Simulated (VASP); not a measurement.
Write the native input for VASP 6.6.1 that does the following.

| Property | Result |
| --- | --- |
| Task | single point |
| Functional | r2SCAN |
| Potentials or basis | VASP PAW PBE potentials, release 64 (Au) |
| Cutoff | 520 eV |
| k mesh | 22 × 22 × 22 |
| Occupations | gaussian, width 0.15 eV |
| Spin | no spin polarisation |
| Dipole correction | no |
| Further INCAR settings | ALGO = Normal; EDIFF = 1e-07; NBANDS = 12 |

Au:

```
Au
1.0
     0.10633    2.10002    2.10002
     2.10002    0.10633    2.10002
     2.10002    2.10002    0.10633
Au
1
Direct
  0.00000 0.00000 0.00000
```

This cell differs from its parent crystal: ratio of the length along [111] to the lengths across it x 1.08, volume and fractional coordinates fixed.

These files were run (other wordings do the same):

POSCAR

```
Au
1.0
    0.1063302806      2.1000230418      2.1000230418
    2.1000230418      0.1063302806      2.1000230418
    2.1000230418      2.1000230418      0.1063302806
Au
1
Direct
    0.0000000000      0.0000000000      0.0000000000
```

INCAR.step1

```
SYSTEM = Au
PREC     = Accurate       ! precision mode
ENCUT    = 520            ! plane-wave cutoff, eV
ISMEAR   = 0              ! smearing method
SIGMA    = 0.15           ! smearing width, eV
LREAL    = .FALSE.        ! projectors in reciprocal space
LASPH    = .TRUE.         ! aspherical terms in the spheres
NELM     = 60             ! most SCF steps
NBANDS   = 12             ! bands
GGA      = PE             ! functional
ALGO     = Normal         ! electronic algorithm
EDIFF    = 1E-4           ! SCF threshold, eV
LWAVE    = .TRUE.         ! write WAVECAR
LCHARG   = .FALSE.        ! write CHGCAR
```

INCAR.step2

```
SYSTEM = Au
PREC     = Accurate       ! precision mode
ENCUT    = 520            ! plane-wave cutoff, eV
EDIFF    = 1E-7           ! SCF threshold, eV
ISMEAR   = 0              ! smearing method
SIGMA    = 0.15           ! smearing width, eV
LREAL    = .FALSE.        ! projectors in reciprocal space
LASPH    = .TRUE.         ! aspherical terms in the spheres
NELM     = 60             ! most SCF steps
ALGO     = Normal         ! electronic algorithm
ISIF     = 2              ! what is computed and relaxed
LWAVE    = .FALSE.        ! write WAVECAR
LCHARG   = .FALSE.        ! write CHGCAR
METAGGA  = R2SCAN         ! meta-GGA
LMIXTAU  = .TRUE.       
NBANDS   = 12             ! bands
ISTART   = 1
```

KPOINTS

```
regular mesh
0
G
  22 22 22
  0 0 0
```

Potentials or basis: VASP PAW PBE potentials, release 64 (Au).

Launch:

```console
$ cat potpaw_PBE.64/Au/POTCAR > POTCAR
$ cp INCAR.step1 INCAR
$ mpirun -np 1 vasp_std > vasp.out
$ cp INCAR.step2 INCAR
$ mpirun -np 1 vasp_std > vasp.out
```

It gave:

```json
{"Pressure": "5.5 GPa"}
```

Caveat: the PAW data sets were made with another functional, which shifts forces and pressure a little.

Wall time 3.6 min on 1 thread of Intel(R) Xeon(R) 6975P-C (Granite Rapids) (shared host), peak memory 0.32 GiB.
